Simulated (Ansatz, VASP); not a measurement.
## One calculation of BiTe, two programs

```
Bi Te
1.0
    -0.06470    3.23500    3.23500
     3.23500   -0.06470    3.23500
     3.17030    3.17030    0.00000
Bi Te
1 1
Direct
  0.00000 0.00000 0.00000
  0.50000 0.50000 0.50000
```

Change from the starting cell: xy shear strain of -4 %.

Alike in both runs: task single point; functional PBE; k mesh 10 × 10 × 10; occupations fermi-dirac, width 0.08 eV; no spin polarisation.

```csv
,VASP,Ansatz
version,VASP 6.6.1,Ansatz 0.2.0
potentials or method,"VASP PAW PBE potentials, release 64 (Bi_d, Te), cutoff 520 eV","all-electron LAPW, scalar-relativistic"
```

VASP gave:

- pressure (GPa): 0.7

**Question.** Which values does Ansatz return?

**Answer.** Pressure (GPa): 0.8.

Ansatz ran all-electron here, and VASP with PAW potentials.

Neither program's run includes spin-orbit coupling.
